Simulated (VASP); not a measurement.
Set up this calculation in VASP 6.6.1, as the native input.

```
Task                   : single point
Functional             : PBEsol
Dispersion             : D4
Potentials or basis    : VASP PAW PBE potentials, release 64 (Mg, Sb)
Cutoff                 : 520 eV
k mesh                 : 4 × 4 × 4
Occupations            : fermi-dirac, width 0.1 eV
Spin                   : no spin polarisation
Dipole correction      : no
Further INCAR settings : ALGO = Normal; EDIFF = 1e-07; NBANDS = 21
```

The structure of MgSb2 lies in POSCAR:

```
MgSb2
1.0
    4.6976220000     -2.9410680000      0.0000000000
    4.6976220000      2.9410680000      0.0000000000
    0.0000000000      0.0000000000      5.6069510000
Mg Sb
2 4
Direct
    0.3158830000      0.6841170000      0.7500000000
    0.6841170000      0.3158830000      0.2500000000
    0.6345660000      0.0337820000      0.7500000000
    0.9662180000      0.3654340000      0.7500000000
    0.0337820000      0.6345660000      0.2500000000
    0.3654340000      0.9662180000      0.2500000000
```

The input as run:

INCAR

```
SYSTEM = MgSb2
PREC = Accurate ; ENCUT = 520
EDIFF = 1E-7 ; ISMEAR = -1
SIGMA = 0.1 ; LREAL = .False.
LASPH = .True. ; NELM = 60
ALGO = Normal ; ISIF = 2
LWAVE = .False. ; LCHARG = .False.
GGA = PS ; IVDW = 13
NBANDS = 21
```

KPOINTS

```
Automatic mesh
0
Gamma
  4 4 4
  0 0 0
```

Potentials or basis: VASP PAW PBE potentials, release 64 (Mg, Sb).

Command:

```bash
$ cat potpaw_PBE.64/Mg/POTCAR potpaw_PBE.64/Sb/POTCAR > POTCAR
$ mpirun -np 1 vasp_std > vasp.out
```

Results of the run:

* Pressure: -3.6 GPa
* Largest force: 0.275 eV/Å
* Band gap on the k mesh: zero (bands 12 and 13 overlap by 2.09 eV)
* Dispersion energy per atom: -0.236 eV

Caveat: the cell stands under tension; the PAW data sets were made with another functional, which shifts forces and pressure a little; spin-orbit coupling is left out, which moves the levels of the heavy elements.

Wall time 66 s on 1 thread of Intel(R) Xeon(R) Platinum 8488C (Sapphire Rapids), on a shared host, peak memory 0.26 GiB.
